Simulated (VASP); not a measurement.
Input of a VASP 6.6.1 run:

INCAR

```
PREC     = Accurate       # precision mode
ENCUT    = 600            # plane-wave cutoff, eV
EDIFF    = 1E-6           # SCF threshold, eV
ISMEAR   = -1             # smearing method
SIGMA    = 0.1            # smearing width, eV
LREAL    = F              # projectors in reciprocal space
LASPH    = T              # aspherical terms in the spheres
NELM     = 80             # most SCF steps
ALGO     = Normal         # electronic algorithm
ISIF     = 8              # what is computed and relaxed
LWAVE    = F              # write WAVECAR
LCHARG   = F              # write CHGCAR
GGA      = PS             # functional
IBRION   = 2              # ionic algorithm
NSW      = 80             # ionic steps
EDIFFG   = -0.01          # ionic threshold
```

Contents of KPOINTS:

```
regular mesh
0
Gamma
  5 5 5
```

POSCAR

```
Cd3Ir
1.0
    4.2167040000      0.0000000000      0.0000000000
    0.0000000000      4.2167040000      0.0000000000
    0.0000000000      0.0000000000      4.2167040000
Cd Ir
3 1
Direct
    0.0000000000      0.5000000000      0.5000000000
    0.5000000000      0.0000000000      0.5000000000
    0.5000000000      0.5000000000      0.0000000000
    0.0000000000      0.0000000000      0.0000000000
```

Potentials or basis: VASP PAW PBE potentials, release 64 (Cd, Ir).

The run is started by

```sh
$ cat potpaw_PBE.64/Cd/POTCAR potpaw_PBE.64/Ir/POTCAR > POTCAR
$ mpirun -np 1 vasp_std > vasp.out
```

Question: Estimate the space group after relaxing (to 0.05 Å).

Answer: Pm-3m (No. 221).

Question: What does it give for the relaxed volume?

Answer: 17.68 Å³/atom.

The path:
```
step  energy change (eV)  largest force (eV/Å)  pressure (GPa)  volume (Å³)
   1              0.0000                0.0000           -6.54        74.98
   2             -0.0033                0.0000            8.17        66.98
   3             -0.0930                0.0000           -0.06        70.74
```

Caveat: the PAW data sets were made with another functional, which shifts forces and pressure a little.
